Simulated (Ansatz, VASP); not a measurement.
**Se: VASP beside Ansatz**

```xyz
1
Lattice="0.0000 2.1611 2.1611 2.1611 0.0000 2.1611 2.1611 2.1611 0.0000" Properties=species:S:1:pos:R:3 pbc="T T T"
Se    0.0000    0.0000    0.0000
```

Alike in both runs: task single point; functional BLYP; k mesh 14 × 14 × 14; occupations fermi-dirac, width 0.1 eV; no spin polarisation.

|  | VASP | Ansatz |
| --- | --- | --- |
| version | VASP 6.6.1 | Ansatz 0.2.0 |
| potentials or method | VASP PAW PBE potentials, release 64 (Se), cutoff 520 eV | plane waves (420 eV) with PAW, scalar-relativistic |
| valence electrons in the cell | 6 | 16 |

|  | VASP | Ansatz | Ansatz less VASP |
| --- | --- | --- | --- |
| pressure (GPa) | 8.8 | 8.6 | -0.21 |

VASP's potentials were made for PBE, not for BLYP. VASP's potentials hold 6 valence electrons a cell and Ansatz's 16, so a difference there can come from the potentials and not from the codes.
